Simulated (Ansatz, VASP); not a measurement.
## Two plane-wave programs on Mo

INCAR

```
ALGO = Fast
EDIFF = 1E-7
ENCUT = 520
GGA = PS
ISIF = 2
ISMEAR = 0
LASPH = True
LCHARG = False
LREAL = False
LWAVE = False
NBANDS = 13
NELM = 100
PREC = Accurate
SIGMA = 0.15
```

File KPOINTS:

```
k-points
0
Gamma
  22 22 22
```

The input POSCAR:

```
Mo
1.0
   -1.5710000000      1.5710000000      1.4453200000
    1.5710000000     -1.5710000000      1.4453200000
    1.5710000000      1.5710000000     -1.4453200000
Mo
1
Direct
    0.0000000000      0.0000000000      0.0000000000
```

Input for Ansatz:

```yaml
crystal:
  lattice:
    - [-1.571, 1.571, 1.44532]
    - [1.571, -1.571, 1.44532]
    - [1.571, 1.571, -1.44532]
  atoms:
    - { symbol: Mo, position: [0.0, 0.0, 0.0] }
basis:
  ecutwfc: 420
kpoints:
  mp_grid: { grid: [22, 22, 22] }
hamiltonian:
  xc: pbesol
scf:
  occupations: { method: gaussian, width: 0.15 }
output:
  forces: true
  stress: true
  eigenvalues: true
```

Change from the starting cell: strain +0.000 along x and y, -0.080 along z, atoms carried along.

Alike in both runs: task single point; functional PBEsol; k mesh 22 × 22 × 22; occupations gaussian, width 0.15 eV; no spin polarisation.

|  | VASP | Ansatz |
| --- | --- | --- |
| version | VASP 6.6.1 | Ansatz 0.2.0 |
| potentials or method | VASP PAW PBE potentials, release 64 (Mo_sv), cutoff 520 eV | scalar-relativistic, plane waves, PAW |
| valence electrons in the cell | 14 | 14 |

VASP gave:

```
gap on the k mesh at the Fermi level (eV)                     : none
pressure (GPa)                                                : 25.0
traceless stress, the component that is largest in VASP (GPa) : 20.29
```

Estimate Ansatz's values.

gap on the k mesh at the Fermi level (eV): none; pressure (GPa): 24.2; traceless stress, the component that is largest in VASP (GPa): 20.29.

VASP's potentials were made for PBE, not for PBEsol. A gap of «none» marks a metal or a gap that the smearing closes. With one functional, cell and mesh, what is left measures potentials, basis and numerics.
